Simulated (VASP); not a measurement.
# Sb (Im-3m) in VASP: a series of runs

Runs on Sb. Level: PBE. Tasks: single point.

Everything below comes from runs of VASP 6.6.1. Logs are shortened: lines on timing, memory, paths and dates and some standing lists are left out, and cuts for length are marked.

**1. The cell of the first run**

It takes space group Im-3m (No. 229, cubic). The conventional cell has a = 3.473 Å, b = 3.473 Å, c = 3.473 Å, α = 90.00°, β = 90.00°, γ = 90.00°. Sb (site symmetry m-3m) has 14 Sb at 3.01 to 3.47 Å within 4.0 Å.

**2. Single point, PBE**

Input file INCAR:

```
SYSTEM = Sb
PREC     = Accurate       ! precision mode
ENCUT    = 500            ! plane-wave cutoff, eV
EDIFF    = 1E-6           ! SCF threshold, eV
ISMEAR   = 1              ! smearing method
SIGMA    = 0.05           ! smearing width, eV
LREAL    = .False.        ! projectors in reciprocal space
LASPH    = .True.         ! aspherical terms in the spheres
NELM     = 120            ! most SCF steps
ALGO     = Normal         ! electronic algorithm
ISIF     = 2              ! what is computed and relaxed
LWAVE    = .False.        ! write WAVECAR
LCHARG   = .False.        ! write CHGCAR
GGA      = PE             ! functional
NBANDS   = 8              ! bands
GGA_COMPAT= .False.
```

Input file KPOINTS:

```
Automatic mesh
0
Gamma
  9 9 9
  0 0 0
```

Input file POSCAR:

```
Sb
1.0
   -1.7364241740      1.7364241740      1.7364241740
    1.7364241740     -1.7364241740      1.7364241740
    1.7364241740      1.7364241740     -1.7364241740
Sb
1
Direct
    0.0000000000      0.0000000000      0.0000000000
```

Potentials or basis: VASP PAW PBE potentials, release 64 (Sb).

Started as:

```sh
$ cat potpaw_PBE.64/Sb/POTCAR > POTCAR
$ mpirun -np 1 vasp_std > vasp.out
```

OUTCAR:

```text
SYSTEM = Sb
   PREC = Accurate
   ENCUT = 500
   EDIFF = 1E-6
   ISMEAR = 1
   LREAL = .False.
   LASPH = .True.
   NELM = 120
   ISIF = 2
   GGA = PE

 ion  position               nearest neighbor table
   1  0.000  0.000  0.000-

  LATTYP: Found a body centered cubic cell.
 ALAT       =     3.4728483480

  Lattice vectors:

 A1 = (  -1.7364241740,   1.7364241740,   1.7364241740)
 A2 = (   1.7364241740,  -1.7364241740,   1.7364241740)
 A3 = (   1.7364241740,   1.7364241740,  -1.7364241740)

Analysis of symmetry for initial positions (statically):
=====================================================================
 Subroutine PRICEL returns:
 Original cell was already a primitive cell.

 Routine SETGRP: Setting up the symmetry group for a
 body centered cubic supercell.

 Subroutine GETGRP returns: Found 48 space group operations
 (whereof 48 operations were pure point group operations)
 out of a pool of 48 trial point group operations.

The static configuration has the point symmetry O_h .

Analysis of symmetry for dynamics (positions and initial velocities):
=====================================================================
 Subroutine PRICEL returns:
 Original cell was already a primitive cell.

 Routine SETGRP: Setting up the symmetry group for a
 body centered cubic supercell.

 Subroutine GETGRP returns: Found 48 space group operations
 (whereof 48 operations were pure point group operations)
 out of a pool of 48 trial point group operations.

The dynamic configuration has the point symmetry O_h .

 Subroutine INISYM returns: Found 48 space group operations
 (whereof 48 operations are pure point group operations),
 and found     1 'primitive' translations

----------------------------------------------------------------------------------------

                                     Primitive cell

  volume of cell :      20.9424

  direct lattice vectors                    reciprocal lattice vectors
    -1.736424174  1.736424174  1.736424174     0.000000000  0.287948076  0.287948076
     1.736424174 -1.736424174  1.736424174     0.287948076  0.000000000  0.287948076
     1.736424174  1.736424174 -1.736424174     0.287948076  0.287948076  0.000000000

  length of vectors
     3.007574893  3.007574893  3.007574893     0.407220074  0.407220074  0.407220074

[... 77 lines left out ...]
   NELM   =    120;   NELMIN=  2; NELMDL= -5     # of ELM steps
   EDIFF  = 0.1E-05   stopping-criterion for ELM
   LREAL  =      F    real-space projection
   EDIFFG = 0.1E-04   stopping-criterion for IOM
   NSW    =      0    number of steps for IOM
   IBRION =     -1    ionic relax: 0-MD 1-quasi-New 2-CG
   NFREE  =      0    steps in history (QN), initial steepest desc. (CG)
   ISIF   =      2    stress and relaxation
   ISYM   =      2    0-nonsym 1-usesym 2-fastsym
   POTIM  = 0.5000    time-step for ionic-motion
   TEBEG  =    0.0;   TEEND  =   0.0 temperature during run
   PSTRESS=    0.0 pullay stress
   NELECT =       5.0000    total number of electrons
   NUPDOWN=      -1.0000    fix difference up-down
   EMIN   =  10.00;   EMAX   =-10.00  energy-range for DOS
   EFERMI =   0.00;   METHOD = LEGACY
   ISMEAR =     1;   SIGMA  =   0.05  broadening in eV -4-tet -1-fermi 0-gaus
   EFERMI_NEDOS =   21; number of points for ismear=-14 and -15
   IALGO  =     38    algorithm
   IMIX   =      4    mixing-type and parameters
     AMIX     =   0.40;   BMIX     =  1.00
     AMIX_MAG =   1.60;   BMIX_MAG =  1.00
  volume/ion in A,a.u.               =      20.94       141.33
  Fermi-wavevector in a.u.,A,eV,Ry     =   1.015599  1.919204 14.033616  1.031442
  Thomas-Fermi vector in A             =   2.148894
   LORBIT       =      0    0 simple, 1 ext, 2 COOP (PROOUT), +10 PAW based schemes
   GGA     = PE    functional components
   LHFCALC =     F    Hartree Fock is set to
   AEXX    =    0.0000 exact exchange contribution
   IVDW    =     0    specifies the selected vdW correction
   LEPSILON=     F    determine dielectric tensor
   LRPA    =     F    only Hartree local field effects (RPA)
 non-spin polarized calculation
 Methfessel and Paxton  Order N= 1 SIGMA  =   0.05
  energy-cutoff  :      500.00
  volume of cell :       20.94
 maximum number of plane-waves:       555
 NGX is ok and might be reduce to    24
   NGX = 11   NGY = 11   NGZ = 11

 number of electron       5.0000000 magnetization

 Free energy of the ion-electron system (eV)
  ---------------------------------------------------
  ext. energy  EPLUGINS =         0.00000000
  ---------------------------------------------------
  free energy    TOTEN  =        -3.47465398 eV

  energy without entropy =       -3.47430975  energy(sigma->0) =       -3.47453924

 E-fermi :  12.2416     XC(G=0): -11.3675

 val. band max:       12.2273595708   @ k =   0.2222   0.2222   0.1111
 cond. band min:      12.3474557603   @ k =  -0.4444  -0.4444   0.3333
 fundamental gap:      0.1200961896
 Fermi energy:        12.2416300380

 k-point     1 :       0.0000    0.0000    0.0000
  band No.  band energies     occupation
      1      -2.9725      2.00000
      2      19.9074      0.00000
      3      19.9074      0.00000
      4      19.9074      0.00000
      5      23.7199      0.00000
      6      23.7199      0.00000
      7      23.7199      0.00000
      8      24.0480      0.00000
[... 243 lines left out ...]
 k-point    24 :      -0.4444   -0.4444    0.1111
  band No.  band energies     occupation
      1       3.5674      2.00000
      2       5.7152      2.00000
      3      10.8127      2.00000
      4      16.0799      0.00000
      5      20.2560      0.00000
      6      22.3406      0.00000
      7      22.9607      0.00000
      8      25.3320      0.00000

 [... further k-points ...]

------------------------ aborting loop because EDIFF is reached ----------------------------------------

  FORCE on cell =-STRESS in cart. coord.  units (eV):
  Direction    XX          YY          ZZ          XY          YZ          ZX
  --------------------------------------------------------------------------------------
  -------------------------------------------------------------------------------------
  Total        3.8101948      3.8101948      3.8101948      0.0000000      0.0000000      0.0000000
  in kB      291.4944539    291.4944539    291.4944539      0.0000000      0.0000000      0.0000000
  external PRESSURE =     291.4944539 kB  Pullay stress =       0.0000000 kB

 VOLUME and BASIS-vectors are now :
 -----------------------------------------------------------------------------
  energy-cutoff  :      500.00
  volume of cell :       20.94
      direct lattice vectors                 reciprocal lattice vectors
    -1.736424174  1.736424174  1.736424174     0.000000000  0.287948076  0.287948076
     1.736424174 -1.736424174  1.736424174     0.287948076  0.000000000  0.287948076
     1.736424174  1.736424174 -1.736424174     0.287948076  0.287948076  0.000000000

 POSITION                                       TOTAL-FORCE (eV/Angst)
 -----------------------------------------------------------------------------------
      0.00000      0.00000      0.00000        -0.000000      0.000000      0.000000
 -----------------------------------------------------------------------------------
    total drift:                                0.000000     -0.000000     -0.000000

  FREE ENERGIE OF THE ION-ELECTRON SYSTEM (eV)
  ---------------------------------------------------
  free  energy   TOTEN  =        -3.4746539797 eV

  energy  without entropy=       -3.4743097493  energy(sigma->0) =       -3.47453924
```

Run time: 3.4 s. Hardware: 1 thread of Intel Xeon Platinum 8375C at 2.90GHz (Ice Lake), shared host; peak memory 0.13 GiB.

What came out:

```
Free energy : -3.4747 eV
Pressure    : 29.1 GPa
```

Caveat: spin-orbit coupling is left out, which moves the levels of the heavy elements.

**3. Single point, PBE**

This run uses another cell than the first one, of 21.35 Å³/atom, 1.020 times its volume.

Input file INCAR:

```
PREC     = Accurate       # precision mode
ENCUT    = 500            # plane-wave cutoff, eV
EDIFF    = 1E-6           # SCF threshold, eV
ISMEAR   = 1              # smearing method
SIGMA    = 0.05           # smearing width, eV
LREAL    = F              # projectors in reciprocal space
LASPH    = T              # aspherical terms in the spheres
NELM     = 120            # most SCF steps
ALGO     = Normal         # electronic algorithm
ISIF     = 2              # what is computed and relaxed
LWAVE    = F              # write WAVECAR
LCHARG   = T              # write CHGCAR
GGA      = PE             # functional
LELF     = T              # ELF
LVHAR    = T            
NBANDS   = 8              # bands
GGA_COMPAT= F
```

Input file KPOINTS:

```
regular mesh
0
Gamma
  9 9 9
```

Input file POSCAR:

```
Sb
1.0
   -1.7476999716      1.7476999716      1.7476999716
    1.7476999716     -1.7476999716      1.7476999716
    1.7476999716      1.7476999716     -1.7476999716
Sb
1
Direct
    0.0000000000      0.0000000000      0.0000000000
```

Potentials or basis: VASP PAW PBE potentials, release 64 (Sb).

Started as:

```sh
$ cat potpaw_PBE.64/Sb/POTCAR > POTCAR
$ mpirun -np 1 vasp_std > vasp.out
```

Run time: 3.5 s. Hardware: 1 thread of Intel Xeon Platinum 8375C at 2.90GHz (Ice Lake), shared host; peak memory 0.14 GiB.

The run converged. Its results:

* Free energy: -3.5448 eV
* Pressure: 25.7 GPa

Levels at points of the mesh, in eV from the Fermi level:
| k point | band 1 | band 2 | band 3 | band 4 | band 5 | band 6 | band 7 |
| --- | --- | --- | --- | --- | --- | --- | --- |
| (0.00, 0.00, 0.00) | -15.03 | 7.45 | 7.45 | 7.45 | 11.38 | 11.38 | 11.38 |

Caveat: spin-orbit coupling is left out, which moves the levels of the heavy elements.

**4. Single point, PBE**

This run uses another cell than the first one, of 21.76 Å³/atom, 1.039 times its volume.

Input file INCAR:

```
  PREC = Accurate
  ENCUT = 500
  EDIFF = 1E-6
  ISMEAR = 1
  SIGMA = 0.05
  LREAL = False
  LASPH = True
  NELM = 120
  ALGO = Normal
  ISIF = 2
  LWAVE = False
  LCHARG = False
  GGA = PE
  NBANDS = 8
  GGA_COMPAT = False
```

Input file KPOINTS:

```
Automatic mesh
0
Gamma
  9 9 9
```

Input file POSCAR:

```
Sb
1.0
   -1.7588321187      1.7588321187      1.7588321187
    1.7588321187     -1.7588321187      1.7588321187
    1.7588321187      1.7588321187     -1.7588321187
Sb
1
Direct
    0.0000000000      0.0000000000      0.0000000000
```

Potentials or basis: VASP PAW PBE potentials, release 64 (Sb).

Started as:

```sh
$ cat potpaw_PBE.64/Sb/POTCAR > POTCAR
$ mpirun -np 1 vasp_std > vasp.out
```

OUTCAR:

```text
PREC = Accurate
   ENCUT = 500
   EDIFF = 1E-6
   ISMEAR = 1
   LREAL = False
   LASPH = True
   NELM = 120
   ISIF = 2
   GGA = PE

 ion  position               nearest neighbor table
   1  0.000  0.000  0.000-

  LATTYP: Found a body centered cubic cell.
 ALAT       =     3.5176642374

  Lattice vectors:

 A1 = (  -1.7588321187,   1.7588321187,   1.7588321187)
 A2 = (   1.7588321187,  -1.7588321187,   1.7588321187)
[... 443 lines left out ...]
      7      22.2359      0.00000
      8      24.4946      0.00000

 [... further k-points ...]

------------------------ aborting loop because EDIFF is reached ----------------------------------------

  FORCE on cell =-STRESS in cart. coord.  units (eV):
  Direction    XX          YY          ZZ          XY          YZ          ZX
  --------------------------------------------------------------------------------------
  -------------------------------------------------------------------------------------
  Total        3.1413721      3.1413721      3.1413721     -0.0000000     -0.0000000     -0.0000000
  in kB      231.2580236    231.2580236    231.2580236     -0.0000000     -0.0000000     -0.0000000
  external PRESSURE =     231.2580236 kB  Pullay stress =       0.0000000 kB

 VOLUME and BASIS-vectors are now :
 -----------------------------------------------------------------------------
  energy-cutoff  :      500.00
  volume of cell :       21.76
      direct lattice vectors                 reciprocal lattice vectors
    -1.758832119  1.758832119  1.758832119     0.000000000  0.284279548  0.284279548
     1.758832119 -1.758832119  1.758832119     0.284279548  0.000000000  0.284279548
     1.758832119  1.758832119 -1.758832119     0.284279548  0.284279548  0.000000000

 POSITION                                       TOTAL-FORCE (eV/Angst)
 -----------------------------------------------------------------------------------
      0.00000      0.00000      0.00000         0.000000     -0.000000      0.000000
 -----------------------------------------------------------------------------------
    total drift:                                0.000000      0.000000      0.000000

  FREE ENERGIE OF THE ION-ELECTRON SYSTEM (eV)
  ---------------------------------------------------
  free  energy   TOTEN  =        -3.6073116790 eV

  energy  without entropy=       -3.6067895098  energy(sigma->0) =       -3.60713762
```

OSZICAR:

```text
N       E                     dE             d eps       ncg     rms          rms(c)
DAV:   1     0.551438941493E+01    0.55144E+01   -0.17186E+03   576   0.410E+02
DAV:   2    -0.352946747374E+01   -0.90439E+01   -0.87324E+01   776   0.551E+01
DAV:   3    -0.361248703701E+01   -0.83020E-01   -0.82975E-01   672   0.609E+00
DAV:   4    -0.361274384131E+01   -0.25680E-03   -0.25680E-03   864   0.417E-01
DAV:   5    -0.361274405131E+01   -0.21000E-06   -0.20944E-06   688   0.834E-03    0.262E+00
DAV:   6    -0.360931614186E+01    0.34279E-02   -0.48964E-04   848   0.141E-01    0.156E+00
DAV:   7    -0.360730733472E+01    0.20088E-02   -0.12020E-03   632   0.214E-01    0.460E-02
DAV:   8    -0.360731183575E+01   -0.45010E-05   -0.25463E-05   824   0.383E-02    0.661E-03
DAV:   9    -0.360731167902E+01    0.15672E-06   -0.34405E-07   480   0.447E-03
   1 F= -.36073117E+01 E0= -.36071376E+01  d E =-.522169E-03
```

stdout:

```text
POSCAR found type information on POSCAR Sb
 POSCAR found :  1 types and       1 ions
 scaLAPACK will be used
 LDA part: xc-table for (Slater+PW92), standard interpolation
 POSCAR, INCAR and KPOINTS ok, starting setup
 FFT: planning ... GRIDC
 FFT: planning ... GRID_SOFT
 FFT: planning ... GRID
 WAVECAR not read
 entering main loop
```

Run time: 3.3 s. Hardware: 1 thread of Intel Xeon Platinum 8375C at 2.90GHz (Ice Lake), shared host; peak memory 0.14 GiB.

What came out:

```
Free energy : -3.6073 eV
Pressure    : 23.1 GPa
```

Caveat: spin-orbit coupling is left out, which moves the levels of the heavy elements.

**5. Summary**

```csv
cell,gap on the mesh (eV),pressure (GPa)
"a = 3.008 Å, angles 109.5°, 1 atom",none,29.1
"a = 3.027 Å, angles 109.5°, 1 atom",none,25.7
"a = 3.046 Å, angles 109.5°, 1 atom",none,23.1
```

Alike in all rows: task single point; level PBE; potentials or basis VASP PAW PBE potentials, release 64 (Sb); no spin polarisation; k mesh 9 × 9 × 9; cutoff (eV) 500; smearing methfessel-paxton 0.05 eV.

Caveats: spin-orbit coupling is left out, which moves the levels of the heavy elements.

Total energies depend on the potentials used, so only differences within one code and one set of settings carry meaning.
